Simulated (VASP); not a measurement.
Write the native input for VASP 6.6.1 that does the following.

- Task: single point
- Functional: PBE
- Potentials or basis: VASP PAW PBE potentials, release 64 (Co, Sn_d)
- Cutoff: 520 eV
- k mesh: 12 × 12 × 12
- Occupations: gaussian, width 0.15 eV
- Spin: no spin polarisation
- Dipole correction: no
- Further INCAR settings: ALGO = Fast; EDIFF = 1e-06; NBANDS = 44

The structure of CoSn lies in POSCAR:

```
CoSn
1.0
    5.3691499787      0.0000000000      0.0000000000
   -2.6845749894      4.6498202783      0.0000000000
    0.0000000000      0.0000000000      4.1167142611
Co Sn
3 3
Direct
    0.0000000000      0.5000000000      0.0000000000
    0.5000000000      0.5000000000      0.0000000000
    0.5000000000      0.0000000000      0.0000000000
    0.6666666667      0.3333333333      0.5000000000
    0.3333333333      0.6666666667      0.5000000000
    0.0000000000      0.0000000000      0.0000000000
```

This cell differs from its parent crystal: ratio of the length along z to the lengths across it x 0.96, volume and fractional coordinates fixed.

The input as run:

INCAR

```
SYSTEM = CoSn
PREC = Accurate
ENCUT = 520
EDIFF = 1E-6
ISMEAR = 0
SIGMA = 0.15
LREAL = .False.
LASPH = .True.
NELM = 60
ALGO = Fast
ISIF = 2
LWAVE = .False.
LCHARG = .True.
GGA = PE
LELF = .True.
LVHAR = .True.
NBANDS = 44
```

KPOINTS

```
regular mesh
0
Gamma
  12 12 12
  0 0 0
```

Potentials or basis: VASP PAW PBE potentials, release 64 (Co, Sn_d).

Run with:

```sh
$ cat potpaw_PBE.64/Co/POTCAR potpaw_PBE.64/Sn_d/POTCAR > POTCAR
$ mpirun -np 1 vasp_std > vasp.out
```

It gave:

```yaml
Pressure: 0.2 GPa
```

Wall time 7.5 min on 1 thread of AMD EPYC 9R45 96-Core Processor (Zen 5), on a shared host, peak memory 0.53 GiB.
